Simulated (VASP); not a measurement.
# NbTe (P-6m2) in VASP: further runs, part 2 of 2

VASP 6.6.1. Earlier steps stand in the parts before.

## (4) Single point, LDA+U

Input file INCAR:

```
SYSTEM = NbTe
  ALGO = Normal
  EDIFF = 1E-6
  ENCUT = 520
  ISIF = 2
  ISMEAR = -1
  LASPH = .True.
  LCHARG = .False.
  LDAU = .True.
  LDAUJ = 0 0
  LDAUL = -1 2
  LDAUPRINT = 1
  LDAUTYPE = 2
  LDAUU = 0 5
  LMAXMIX = 4
  LREAL = .False.
  LWAVE = .False.
  NBANDS = 16
  NELM = 150
  PREC = Accurate
  SIGMA = 0.05
```

Input file KPOINTS:

```
k-points
0
Gamma
  8 8 7
  0 0 0
```

Input file POSCAR:

```
NbTe
1.0
    3.7029743866      0.0000000000      0.0000000000
   -1.8514871933      3.2068698884      0.0000000000
    0.0000000000      0.0000000000      3.6942110000
Te Nb
1 1
Direct
    0.6666666667      0.3333333333      0.0000000000
    0.0000000000      0.0000000000      0.5000000000
```

Potentials or basis: VASP PAW LDA potentials, release 64 (Te, Nb_sv).

Launch:

```bash
cat potpaw_LDA.64/Te/POTCAR potpaw_LDA.64/Nb_sv/POTCAR > POTCAR
mpirun -np 1 vasp_std > vasp.out
```

OUTCAR:

```text
SYSTEM = NbTe
   EDIFF = 1E-6
   ENCUT = 520
   ISIF = 2
   ISMEAR = -1
   LASPH = .True.
   LREAL = .False.
   NELM = 150
   PREC = Accurate

 ion  position               nearest neighbor table
   1  0.667  0.333  0.000-   2 2.83   2 2.83   2 2.83   2 2.83   2 2.83   2 2.83
   2  0.000  0.000  0.500-   1 2.83   1 2.83   1 2.83   1 2.83   1 2.83   1 2.83

  LATTYP: Found a hexagonal cell.
 ALAT       =     3.7029743866
 C/A-ratio  =     0.9976334196

  Lattice vectors:

 A1 = (   3.7029743866,   0.0000000000,   0.0000000000)
 A2 = (  -1.8514871933,   3.2068698884,   0.0000000000)
 A3 = (   0.0000000000,   0.0000000000,   3.6942110000)

Analysis of symmetry for initial positions (statically):
=====================================================================
 Subroutine PRICEL returns:
 Original cell was already a primitive cell.

 Routine SETGRP: Setting up the symmetry group for a
 hexagonal supercell.

 Subroutine GETGRP returns: Found 12 space group operations
 (whereof 12 operations were pure point group operations)
 out of a pool of 24 trial point group operations.

The static configuration has the point symmetry D_3h.

Analysis of symmetry for dynamics (positions and initial velocities):
[... 193 lines left out ...]

  energy without entropy =      -10.88458389  energy(sigma->0) =      -10.89091093

 E-fermi :  11.3733     XC(G=0): -11.4758

 val. band max:       11.3592120308   @ k =   0.2500  -0.0000   0.0000
 cond. band min:      11.4001740603   @ k =   0.2500   0.1250   0.2857
 fundamental gap:      0.0409620295
 Fermi energy:        11.3732727854

 k-point     1 :       0.0000    0.0000    0.0000
  band No.  band energies     occupation
      1     -45.1080      2.00000
      2     -21.4282      2.00000
      3     -21.2094      2.00000
      4     -21.2094      2.00000
      5      -3.2406      2.00000
      6       8.0382      2.00000
[... 433 lines left out ...]
      3     -21.3071      2.00000
      4     -21.2275      2.00000
      5      -1.5373      2.00000
      6       4.8162      2.00000
[... 8 lines left out ...]
     15      17.3898      0.00000
     16      19.5368      0.00000

 [... further k-points ...]
[... 5 lines left out ...]
  --------------------------------------------------------------------------------------
  -------------------------------------------------------------------------------------
  Total       -1.0299321     -1.0299321     -0.6378765     -0.0000000      0.0000000      0.0000000
  in kB      -37.6153771    -37.6153771    -23.2966480     -0.0000000      0.0000000      0.0000000
  external PRESSURE =     -32.8424674 kB  Pullay stress =       0.0000000 kB

 VOLUME and BASIS-vectors are now :
 -----------------------------------------------------------------------------
  energy-cutoff  :      520.00
  volume of cell :       43.87
      direct lattice vectors                 reciprocal lattice vectors
     3.702974387  0.000000000  0.000000000     0.270053178  0.155915275  0.000000000
    -1.851487193  3.206869888  0.000000000     0.000000000  0.311830550  0.000000000
     0.000000000  0.000000000  3.694211000     0.000000000  0.000000000  0.270693796

 POSITION                                       TOTAL-FORCE (eV/Angst)
 -----------------------------------------------------------------------------------
      1.85149      1.06896      0.00000        -0.000000      0.000000      0.000000
      0.00000      0.00000      1.84711         0.000000     -0.000000      0.000000
 -----------------------------------------------------------------------------------
    total drift:                               -0.000000      0.000000      0.000000

  FREE ENERGIE OF THE ION-ELECTRON SYSTEM (eV)
  ---------------------------------------------------
  free  energy   TOTEN  =       -10.8972379727 eV

  energy  without entropy=      -10.8845838941  energy(sigma->0) =      -10.89091093
```

stdout:

```text
POSCAR found type information on POSCAR TeNb
 POSCAR found :  2 types and       2 ions
 scaLAPACK will be used
 LDA part: xc-table for (Slater(with rela. corr.)+CA(PZ))
 , standard interpolation
 POSCAR, INCAR and KPOINTS ok, starting setup
 FFT: planning ... GRIDC
 FFT: planning ... GRID_SOFT
 FFT: planning ... GRID
 WAVECAR not read
 entering main loop
```

Run time: 20 s. Hardware: 1 thread of Intel Xeon Platinum 8488C (Sapphire Rapids), shared host; peak memory 0.15 GiB.

Results:

* Free energy: -10.8972 eV
* Pressure: -3.3 GPa

Stress tensor (GPa, compression positive):
```
-3.76  0.00  0.00
 0.00 -3.76  0.00
 0.00  0.00 -2.33
```

Eigenvalues of the final occupation matrices:
| site | spin | trace | eigenvalues |
| --- | --- | --- | --- |
| site 2 d | 1 | 1.11 | 0.17 0.23 0.23 0.24 0.24 |
| site 2 d | 2 | 1.11 | 0.17 0.23 0.23 0.24 0.24 |

Caveat: spin-orbit coupling is left out, which moves the levels of the heavy elements; U without spin polarisation on a metal has little footing; the U is typed as a test and isn't derived for this compound.

## (5) Single point, LDA+U

Input file INCAR:

```
SYSTEM = NbTe
ALGO = Normal
EDIFF = 1E-7
ENCUT = 520
GGA = CA
ISIF = 2
ISMEAR = -1
LASPH = .TRUE.
LCHARG = .FALSE.
LDAU = .TRUE.
LDAUJ = 0 0
LDAUL = -1 2
LDAUPRINT = 1
LDAUTYPE = 2
LDAUU = 0 6
LMAXMIX = 4
LREAL = .FALSE.
LWAVE = .FALSE.
NBANDS = 16
NELM = 150
PREC = Accurate
SIGMA = 0.05
```

Input file KPOINTS:

```
k-points
0
G
  8 8 7
  0 0 0
```

POSCAR is that of step 4.

Launch:

```bash
cat potpaw_LDA.64/Te/POTCAR potpaw_LDA.64/Nb_sv/POTCAR > POTCAR
mpirun -np 1 vasp_std > vasp.out
```

It took 20 s on 1 thread of Intel Xeon Platinum 8488C (Sapphire Rapids), shared host; peak memory 0.15 GiB.

Results (log left out):

| Quantity | Value |
| --- | --- |
| Free energy | -10.0472 eV |
| Pressure | -2.4 GPa |

Stress tensor (GPa, compression positive):
```
-3.05  0.00  0.00
 0.00 -3.05  0.00
 0.00  0.00 -1.17
```

Levels at points of the mesh, in eV from the Fermi level:
```
           k point  band 6  band 7  band 8  band 9  band 10  band 11  band 12  band 13  band 14  band 15
(0.00, 0.00, 0.00)   -3.38   -3.38   -3.05   -2.81     0.18     0.18     2.22     2.22     2.23     5.51
(0.50, 0.00, 0.00)   -7.65   -4.07   -3.02   -2.73    -0.17     1.31     1.62     2.76     3.24     5.20
```

Eigenvalues of the final occupation matrices:
```csv
site,spin,trace,eigenvalues
site 2 d,1,1.07,0.17 0.22 0.22 0.23 0.23
site 2 d,2,1.07,0.17 0.22 0.22 0.23 0.23
```

Caveat: spin-orbit coupling is left out, which moves the levels of the heavy elements; U without spin polarisation on a metal has little footing; the U is typed as a test and isn't derived for this compound.

## (6) Summary

```csv
U,gap on the mesh (eV),pressure (GPa)
Nb d U = 3.0 eV,none,-5.0
Nb d U = 4.0 eV,none,-4.1
Nb d U = 5.0 eV,none,-3.3
Nb d U = 6.0 eV,none,-2.4
```

Alike in all rows: task single point; level LDA+U; potentials or basis VASP PAW LDA potentials, release 64 (Te, Nb_sv); no spin polarisation; cell as given; k mesh 8 × 8 × 7; cutoff (eV) 520; smearing fermi-dirac 0.05 eV.

Every run on the cell as given and a fine mesh finds a metal.

Caveats: spin-orbit coupling is left out, which moves the levels of the heavy elements; U without spin polarisation on a metal has little footing; the U is typed as a test and isn't derived for this compound.

Absolute energies hang on the potentials; compare differences alone.
